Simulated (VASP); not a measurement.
Write the native input for VASP 6.6.1 that does the following.

```
Task                   : single point
Functional             : SVWN5
Potentials or basis    : VASP PAW PBE potentials, release 64 (Cd, S)
Cutoff                 : 520 eV
k mesh                 : 8 × 8 × 8
Occupations            : gaussian, width 0.1 eV
Spin                   : no spin polarisation
Dipole correction      : no
Further INCAR settings : ALGO = Normal; EDIFF = 1e-06; NBANDS = 16
```

The structure of CdS (Hawleyite) lies in POSCAR:

```
CdS
1.0
    0.0000000000      2.9165000000      2.9165000000
    2.9165000000      0.0000000000      2.9165000000
    2.9165000000      2.9165000000      0.0000000000
Cd S
1 1
Direct
    0.0000000000      0.0000000000      0.0000000000
    0.2500000000      0.2500000000      0.2500000000
```

These files were run (other wordings do the same):

INCAR

```
PREC = Accurate
ENCUT = 520
EDIFF = 1E-6
ISMEAR = 0
SIGMA = 0.1
LREAL = F
LASPH = T
NELM = 80
ALGO = Normal
ISIF = 2
LWAVE = F
LCHARG = F
GGA = VW
NBANDS = 16
```

KPOINTS

```
Automatic mesh
0
Gamma
  8 8 8
```

Potentials or basis: VASP PAW PBE potentials, release 64 (Cd, S).

The run is started by

```sh
$ cat potpaw_PBE.64/Cd/POTCAR potpaw_PBE.64/S/POTCAR > POTCAR
$ mpirun -np 1 vasp_std > vasp.out
```

Results of the run:

The pressure is -2.1 GPa and the band gap on the k mesh is 0.87 eV, direct.

Caveat: the PAW data sets were made with another functional, which shifts forces and pressure a little.

Wall time 24 s on 1 thread of Intel Xeon 8259CL, with other jobs on the host, peak memory 0.16 GiB.
